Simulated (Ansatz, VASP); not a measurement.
# One calculation of Au, two programs

```xyz
6
Lattice="2.0419 -2.0419 0.0000 2.0419 0.0000 -2.0419 11.6318 11.6318 11.6318" Properties=species:S:1:pos:R:3 pbc="T T T"
Au    3.4031   -0.6808   -0.6808
Au    7.4870    7.4870    7.4870
Au    3.4031    1.3612    1.3612
Au    7.4870    3.4031    3.4031
Au    3.4031    3.4031    3.4031
Au    7.4870    5.4450    5.4450
```

Alike in both runs: task single point; functional PBEsol; k mesh 23 × 23 × 5; occupations gaussian, width 0.15 eV; no spin polarisation.

|  | VASP | Ansatz |
| --- | --- | --- |
| version | VASP 6.6.1 | Ansatz 0.2.0 |
| potentials or method | VASP PAW PBE potentials, release 64 (Au), cutoff 520 eV | scalar-relativistic, plane waves, PAW |
| valence electrons in the cell | 66 | 114 |

```tsv
	VASP	Ansatz	Ansatz less VASP
gap on the k mesh at the Fermi level (eV)	none	none	-
rms of the force components (eV/Å)	0.046	0.047	+0.0012
```

VASP's potentials were made for PBE, not for PBEsol. Atom by atom the forces differ by 0.003 eV/Å (rms over components). A gap of «none» marks a metal or a gap that the smearing closes. VASP's potentials hold 66 valence electrons a cell and Ansatz's 114, so a difference there can come from the potentials and not from the codes.

Spin-orbit coupling is off throughout.
